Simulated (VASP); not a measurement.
Runs of VASP 6.6.1 on CdH2O2. Symmetry: P-3m1, No. 164, trigonal system. The conventional cell has a = 3.502 Å, b = 3.502 Å, c = 4.569 Å, α = 90.00°, β = 90.00°, γ = 120.00°. Within 3.0 Å of Cd (site symmetry -3m) lie 6 O at 2.30 Å and 6 H at 2.89 Å. Within 1.3 Å of H (site symmetry 3m) lie 1 O at 0.97 Å. Within 1.3 Å of O (site symmetry 3m) lie 1 H at 0.97 Å. 

```csv
k mesh,smearing,gap on the mesh (eV),pressure (GPa),largest force (eV/Å)
6 × 6 × 4,methfessel-paxton 0.2 eV,1.62,1.9,0.72
3 × 3 × 3,gaussian 0.01 eV,(a),2.1,0.70
6 × 6 × 4,gaussian 0.01 eV,1.62,1.9,0.72
"6 × 6 × 4, shifted",gaussian 0.01 eV,1.91,1.9,0.72
6 × 6 × 4,fermi-dirac 0.2 eV,1.62,1.9,0.73
```

Alike in all rows: task single point; level PBEsol; potentials or basis VASP PAW PBE potentials, release 64 (Cd, H, O); no spin polarisation; cell as given; cutoff (eV) 600.

Estimate the missing entries.

(a) 1.69.

Caveats: some runs use coarse meshes; the PAW data sets were made with another functional, which shifts forces and pressure a little; an odd mesh through Γ misses points on the zone boundary, where band edges can lie (at least some runs); a shifted mesh leaves out Γ, where band edges can lie (at least some runs).

A k mesh can miss the band edges, and the runs leave out spin-orbit coupling on Cd.
